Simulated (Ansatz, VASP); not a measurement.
ScBr2 in VASP and in Ansatz

```
Sc Br
1.0
     3.89289    0.00000    0.00000
     0.00000    6.37949    0.00000
     0.00000    0.00000   32.28295
Sc Br
2 4
Cartesian
  0.0000 0.0000 9.5000
  0.0000 3.1897 9.5000
  0.0000 4.7846 7.3789
  1.9464 4.7846 10.7573
  0.0000 1.5949 11.6211
  1.9464 1.5949 8.2427
```

Change from the starting cell: species swapped into a sheet of the MgCl2 type.

Alike in both runs: functional PBE; k mesh 4 × 2 × 1; occupations gaussian, width 0.1 eV; no spin polarisation.

Ansatz relaxed the structure, and its values are those at the end. VASP's run is a single point on that final structure, the one shown.

|  | VASP | Ansatz |
| --- | --- | --- |
| version | VASP 6.6.1 | Ansatz 0.2.0 |
| potentials or method | VASP PAW PBE potentials, release 64 (Sc_sv, Br), cutoff 520 eV | scalar-relativistic, plane waves, PAW |
| valence electrons in the cell | 50 | 50 |

Ansatz gave:

| Property | Result |
| --- | --- |
| gap on the k mesh at the Fermi level (eV) | none |
| rms of the force components (eV/Å) | 0.005 |

Q: Estimate VASP's values.

A: gap on the k mesh at the Fermi level (eV): none; rms of the force components (eV/Å): 0.011.

A gap of «none» marks a metal or a gap that the smearing closes. The functional is the same, so the differences come from potentials, cutoffs and numerics. Ansatz's warnings: slab cell height set.

The k mesh is coarse, so the values compare programs but aren't converged.
